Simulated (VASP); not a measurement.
# Pt (Cmcm) in VASP: further runs

Runs on Pt. Level: PBE. Tasks: relaxation of cell and atoms, single point.

Everything below comes from runs of VASP 6.6.1. Logs are shortened: lines on timing, memory, paths and dates and some standing lists are left out, and cuts for length are marked.

## (1) The cell of the first run

It takes space group Cmcm (No. 63, orthorhombic). The conventional cell has a = 2.772 Å, b = 7.772 Å, c = 3.030 Å, α = 90.00°, β = 90.00°, γ = 90.00°. Within 3.4 Å of Pt (site symmetry m2m) lie 10 Pt at 2.56 to 3.03 Å.

## (2) Relaxation of cell and atoms, PBE

The input, INCAR:

```
ALGO = Fast
EDIFF = 1E-6
EDIFFG = -0.04
ENCUT = 600
GGA = PE
IBRION = 2
ISIF = 3
ISMEAR = 0
LASPH = T
LCHARG = F
LREAL = F
LWAVE = F
NELM = 100
NSW = 90
PREC = Accurate
SIGMA = 0.1
```

The input, KPOINTS:

```
k-points
0
Gamma
  6 6 6
```

The input, POSCAR:

```
Pt
1.0
    1.3861317335     -3.8859486184      0.0000000000
    1.3861317335      3.8859486184      0.0000000000
    0.0000000000      0.0000000000      3.0303707553
Pt
2
Direct
    0.8670000000      0.1330000000      0.2500000000
    0.1330000000      0.8670000000      0.7500000000
```

Potentials or basis: VASP PAW PBE potentials, release 64 (Pt).

The run is started by

```console
cat potpaw_PBE.64/Pt/POTCAR > POTCAR
mpirun -np 1 vasp_std > vasp.out
```

OUTCAR:

```text
EDIFF = 1E-6
   EDIFFG = -0.04
   ENCUT = 600
   GGA = PE
   IBRION = 2
   ISIF = 3
   ISMEAR = 0
   LASPH = T
   LREAL = F
   NELM = 100
   NSW = 90
   PREC = Accurate

 ion  position               nearest neighbor table
   1  0.867  0.133  0.250-   2 2.56   2 2.56   2 2.74   2 2.74   2 2.74   2 2.74
   2  0.133  0.867  0.750-   1 2.56   1 2.56   1 2.74   1 2.74   1 2.74   1 2.74

  LATTYP: Found a base centered orthorhombic cell.
 ALAT       =     2.7722634670
 B/A-ratio  =     2.8034482759
 C/A-ratio  =     1.0931034483

  Lattice vectors:

 A1 = (   1.3861317335,  -3.8859486184,   0.0000000000)
 A2 = (   1.3861317335,   3.8859486184,   0.0000000000)
 A3 = (   0.0000000000,   0.0000000000,   3.0303707553)

Analysis of symmetry for initial positions (statically):
=====================================================================
 Subroutine PRICEL returns:
 Original cell was already a primitive cell.

 Routine SETGRP: Setting up the symmetry group for a
 base centered orthorhombic supercell.

 Subroutine GETGRP returns: Found  8 space group operations
 (whereof  4 operations were pure point group operations)
 out of a pool of  8 trial point group operations.

The static configuration has the point symmetry C_2h.
 The point group associated with its full space group is D_2h.

Analysis of symmetry for dynamics (positions and initial velocities):
=====================================================================
 Subroutine PRICEL returns:
 Original cell was already a primitive cell.

 Routine SETGRP: Setting up the symmetry group for a
 base centered orthorhombic supercell.

 Subroutine GETGRP returns: Found  8 space group operations
 (whereof  4 operations were pure point group operations)
 out of a pool of  8 trial point group operations.

The dynamic configuration has the point symmetry C_2h.
 The point group associated with its full space group is D_2h.

 Subroutine INISYM returns: Found  8 space group operations
 (whereof  4 operations are pure point group operations),
 and found     1 'primitive' translations

----------------------------------------------------------------------------------------

                                     Primitive cell

  volume of cell :      32.6458

  direct lattice vectors                    reciprocal lattice vectors
     1.386131734 -3.885948618  0.000000000     0.360716076 -0.128668711  0.000000000
     1.386131734  3.885948618  0.000000000     0.360716076  0.128668711  0.000000000
     0.000000000  0.000000000  3.030370755     0.000000000  0.000000000  0.329992625

  length of vectors
     4.125767546  4.125767546  3.030370755     0.382977447  0.382977447  0.329992625

  position of ions in fractional coordinates (direct lattice)
     0.867000000  0.133000000  0.250000000
     0.133000000  0.867000000  0.750000000

  ion indices of the primitive-cell ions
   primitive index   ion index
                 1           1
                 2           2

----------------------------------------------------------------------------------------

 KPOINTS: k-points

Automatic generation of k-mesh.
 Grid dimensions read from file:
 generate k-points for:    6    6    6

 Generating k-lattice:

  Cartesian coordinates                     Fractional coordinates (reciprocal lattice)
     0.060119346 -0.021444785  0.000000000     0.166666667  0.000000000  0.000000000
     0.060119346  0.021444785  0.000000000     0.000000000  0.166666667  0.000000000
     0.000000000  0.000000000  0.054998771     0.000000000  0.000000000  0.166666667

  Length of vectors
     0.063829574  0.063829574  0.054998771

  Shift w.r.t. Gamma in fractional coordinates (k-lattice)
     0.000000000  0.000000000  0.000000000

 Subroutine IBZKPT returns following result:
 ===========================================

 Found     52 irreducible k-points:

 Following reciprocal coordinates:
            Coordinates               Weight
  0.000000  0.000000  0.000000      1.000000
  0.166667 -0.000000  0.000000      4.000000
  0.333333  0.000000  0.000000      4.000000
  0.500000 -0.000000  0.000000      2.000000
  0.166667  0.166667  0.000000      2.000000
  0.333333  0.166667  0.000000      4.000000
[... 16 lines left out ...]
  0.333333  0.333333  0.166667      4.000000
  0.500000  0.333333  0.166667      8.000000
 [... further k-points ...]
   k-points           NKPTS =     52   k-points in BZ     NKDIM =     52   number of bands    NBANDS=     14
   number of dos      NEDOS =    301   number of ions     NIONS =      2
   total plane-waves  NPLWV =  31104
   dimension x,y,z NGX =    36 NGY =   36 NGZ =   24
   dimension x,y,z NGXF=    72 NGYF=   72 NGZF=   48
   ions per type =               2
   NGX,Y,Z   is equivalent  to a cutoff of  14.51, 14.51, 13.17 a.u.
   NGXF,Y,Z  is equivalent  to a cutoff of  29.01, 29.01, 26.33 a.u.
 SYSTEM =  unknown system
   PREC   = accura    normal or accurate (medium, high low for compatibility)
   ISTART =      0    job   : 0-new  1-cont  2-samecut
   ICHARG =      2    charge: 1-file 2-atom 10-const
   ISPIN  =      1    spin polarized calculation?
   LNONCOLLINEAR =      F non collinear calculations
   LSORBIT =      F    spin-orbit coupling
   LASPH  =      T    aspherical Exc in radial PAW
   ENCUT  =  600.0 eV  44.10 Ry    6.64 a.u.   8.24  8.24  6.05*2*pi/ulx,y,z
   NELM   =    100;   NELMIN=  2; NELMDL= -5     # of ELM steps
   EDIFF  = 0.1E-05   stopping-criterion for ELM
   LREAL  =      F    real-space projection
   EDIFFG = -.4E-01   stopping-criterion for IOM
   NSW    =     90    number of steps for IOM
   IBRION =      2    ionic relax: 0-MD 1-quasi-New 2-CG
   NFREE  =      1    steps in history (QN), initial steepest desc. (CG)
   ISIF   =      3    stress and relaxation
   ISYM   =      2    0-nonsym 1-usesym 2-fastsym
   POTIM  = 0.5000    time-step for ionic-motion
   TEBEG  =    0.0;   TEEND  =   0.0 temperature during run
   PSTRESS=    0.0 pullay stress
   NELECT =      20.0000    total number of electrons
   NUPDOWN=      -1.0000    fix difference up-down
   EMIN   =  10.00;   EMAX   =-10.00  energy-range for DOS
   EFERMI =   0.00;   METHOD = LEGACY
   ISMEAR =     0;   SIGMA  =   0.10  broadening in eV -4-tet -1-fermi 0-gaus
   EFERMI_NEDOS =   21; number of points for ismear=-14 and -15
   IALGO  =     68    algorithm
   IMIX   =      4    mixing-type and parameters
     AMIX     =   0.40;   BMIX     =  1.00
     AMIX_MAG =   1.60;   BMIX_MAG =  1.00
  volume/ion in A,a.u.               =      16.32       110.15
  Fermi-wavevector in a.u.,A,eV,Ry     =   1.390408  2.627491 26.303267  1.933236
  Thomas-Fermi vector in A             =   2.514346
   LORBIT       =      0    0 simple, 1 ext, 2 COOP (PROOUT), +10 PAW based schemes
   GGA     = PE    functional components
   LHFCALC =     F    Hartree Fock is set to
   AEXX    =    0.0000 exact exchange contribution
   IVDW    =     0    specifies the selected vdW correction
   LEPSILON=     F    determine dielectric tensor
   LRPA    =     F    only Hartree local field effects (RPA)
 conjugate gradient relaxation of ions
 non-spin polarized calculation
 RMM-DIIS sequential band-by-band and
 Gauss-broadening in eV      SIGMA  =   0.10
  energy-cutoff  :      600.00
  volume of cell :       32.65
 maximum number of plane-waves:      1110
 NGX is ok and might be reduce to    36
   NGX = 17   NGY = 17   NGZ = 13

--------------------------------------- Ionic step        1  -------------------------------------------

 number of electron      20.0000002 magnetization

 Free energy of the ion-electron system (eV)
  ---------------------------------------------------
  ext. energy  EPLUGINS =         0.00000000
  ---------------------------------------------------
  free energy    TOTEN  =       -11.83335508 eV

  energy without entropy =      -11.81854611  energy(sigma->0) =      -11.82595060

------------------------ aborting loop because EDIFF is reached ----------------------------------------

  FORCE on cell =-STRESS in cart. coord.  units (eV):
  Direction    XX          YY          ZZ          XY          YZ          ZX
  --------------------------------------------------------------------------------------
  -------------------------------------------------------------------------------------
  Total       -0.5243490      2.3986975      1.0495901      0.0000000      0.0000000      0.0000000
  in kB      -25.7337857    117.7223010     51.5113560      0.0000000      0.0000000      0.0000000
  external PRESSURE =      47.8332904 kB  Pullay stress =       0.0000000 kB
[... 89 lines left out ...]
  FREE ENERGIE OF THE ION-ELECTRON SYSTEM (eV)
  ---------------------------------------------------
  free  energy   TOTEN  =       -11.8685064236 eV

  energy  without entropy=      -11.8520759514  energy(sigma->0) =      -11.86029119

 E-fermi :  10.0320     XC(G=0): -13.0598

 val. band max:       10.0194480467   @ k =  -0.3333   0.1667   0.1667
 cond. band min:      10.0370924844   @ k =   0.3333   0.0000   0.1667
 fundamental gap:      0.0176444377
 Fermi energy:        10.0320011692

 k-point     1 :       0.0000    0.0000    0.0000
  band No.  band energies     occupation
      1       0.5427      2.00000
      2       3.3596      2.00000
      3       4.5373      2.00000
      4       5.1864      2.00000
      5       6.5229      2.00000
      6       7.2322      2.00000
      7       8.1929      2.00000
      8       8.7193      2.00000
      9       9.6229      2.00000
     10       9.8827      1.96525
     11      10.7313      0.00000
     12      10.7750      0.00000
     13      16.6468      0.00000
     14      22.9120      0.00000
[... 379 lines left out ...]
      3       4.8886      2.00000
      4       5.4835      2.00000
      5       5.8749      2.00000
      6       6.6724      2.00000
      7       7.2228      2.00000
      8       8.0775      2.00000
      9       8.7556      2.00000
     10       9.0866      2.00000
     11      10.0804      0.49392
     12      10.7561      0.00000
     13      20.9634      0.00000
     14      22.9198      0.00000

 [... further k-points ...]

[... ionic steps 4 to 16 ...]

--------------------------------------- Ionic step       17  -------------------------------------------

 number of electron      20.0000001 magnetization

------------------------ aborting loop because EDIFF is reached ----------------------------------------
[... 67 lines left out ...]
--------------------------------------- Ionic step       19  -------------------------------------------

 number of electron      20.0000001 magnetization

 Free energy of the ion-electron system (eV)
  ---------------------------------------------------
  ext. energy  EPLUGINS =         0.00000000
  ---------------------------------------------------
  free energy    TOTEN  =       -12.00259927 eV

  energy without entropy =      -11.98586465  energy(sigma->0) =      -11.99423196

 E-fermi :   9.8163     XC(G=0): -12.9799

 val. band max:        9.8063226868   @ k =  -0.3333   0.1667   0.1667
 cond. band min:       9.8200677399   @ k =   0.5000  -0.0000   0.1667
 fundamental gap:      0.0137450531
 Fermi energy:         9.8162952609

 k-point     1 :       0.0000    0.0000    0.0000
  band No.  band energies     occupation
      1       0.4373      2.00000
      2       3.2669      2.00000
      3       4.3833      2.00000
      4       5.1376      2.00000
      5       6.3196      2.00000
      6       7.1412      2.00000
      7       7.8907      2.00000
      8       8.5496      2.00000
      9       9.3023      2.00000
     10       9.6428      1.98588
     11      10.4874      0.00000
     12      10.7229      0.00000
     13      16.4287      0.00000
     14      22.4965      0.00000
[... 420 lines left out ...]
  FREE ENERGIE OF THE ION-ELECTRON SYSTEM (eV)
  ---------------------------------------------------
  free  energy   TOTEN  =       -12.0025992653 eV

  energy  without entropy=      -11.9858646497  energy(sigma->0) =      -11.99423196

 reached required accuracy - stopping structural energy minimisation
```

It took 7.5 min on 1 thread of Intel Xeon 8259CL, shared host; peak memory 0.2 GiB.

Results:

```
Free energy                           : -12.0026 eV
Relaxed volume                        : 16.28 Å³/atom
Relaxed cell                          : a = 4.551 Å, b = 4.551 Å, c = 2.736 Å, α = 90.00°, β = 90.00°, γ = 144.92°
Space group after relaxing (to 0.1 Å) : Cmcm (No. 63)
Energy gained by relaxing             : 84.6 meV/atom
Ionic steps                           : 19
Pressure after relaxing               : 0.2 GPa
Largest force after relaxing          : 0.032 eV/Å
Band gap on the k mesh                : zero (bands 10 and 11 overlap by 1.45 eV)
```

Forces on the atoms (eV/Å):
```
Pt   0.000 -0.032  0.000
Pt   0.000  0.032  0.000
```

Stress tensor (GPa, compression positive):
```
-0.10  0.00  0.00
 0.00  0.26  0.00
 0.00  0.00  0.30
```

Step by step:
```
step  energy change (eV)  largest force (eV/Å)  pressure (GPa)  volume (Å³)
   1              0.0000                0.4927            4.78        32.65
   2              0.0432                0.3818          -10.33        34.96
   3             -0.0352                0.0079           -2.20        33.53
   4             -0.0427                0.2338            1.60        32.87
   5             -0.0437                0.1700            0.56        33.03
   6             -0.0584                0.1098            0.96        32.88
   7             -0.1201                0.1064            2.54        32.35
   8              0.1349                0.5360           18.00        30.93
   9             -0.1463                0.2368            3.50        32.14
  10             -0.1384                0.4029            6.99        31.70
  11             -0.1551                0.3115            4.69        31.96
  12             -0.1599                0.3031            3.74        32.07
  13             -0.1605                0.2940            3.21        32.14
  14             -0.1637                0.2559            2.28        32.26
  15             -0.1677                0.1630           -0.25        32.60
  16             -0.1678                0.1580           -0.35        32.62
  17             -0.1683                0.1253           -0.30        32.61
  18             -0.1690                0.0732           -0.17        32.60
  19             -0.1692                0.0320            0.16        32.57
```

Final structure:
```yaml
crystal:
  lattice:
    - [1.37158, -4.33974, 0.00000]
    - [1.37158, 4.33974, 0.00000]
    - [0.00000, 0.00000, 2.73584]
  atoms:
    - { symbol: Pt, position: [0.86760, 0.13240, 0.25000] }
    - { symbol: Pt, position: [0.13240, 0.86760, 0.75000] }
```

Levels at points of the mesh, in eV from the Fermi level:
```csv
k point,band 6,band 7,band 8,band 9,band 10,band 11,band 12,band 13,band 14
"(0.00, 0.00, 0.00)",-2.68,-1.93,-1.27,-0.51,-0.17,0.67,0.91,6.61,12.68
"(0.50, 0.00, 0.00)",-2.53,-2.36,-2.16,-1.24,0.03,1.74,3.13,3.40,8.34
"(0.50, 0.50, 0.00)",-2.98,-2.28,-1.90,-1.65,-0.81,0.16,0.33,12.52,14.37
"(0.00, 0.00, 0.50)",-3.40,-2.90,-2.90,-0.19,-0.19,2.36,2.36,8.68,8.68
"(0.50, 0.00, 0.50)",-2.44,-0.59,-0.59,1.00,1.00,4.54,4.54,8.60,8.60
"(0.50, 0.50, 0.50)",-2.22,-1.12,-1.12,-0.09,-0.09,0.47,0.47,5.61,5.61
```

Caveat: the k points lie up to 0.40 Å⁻¹ apart in the final cell, too coarse for converged energies and pressures of a metal; spin-orbit coupling is left out, which moves the levels of the heavy elements.

[end of part 1 of 2]
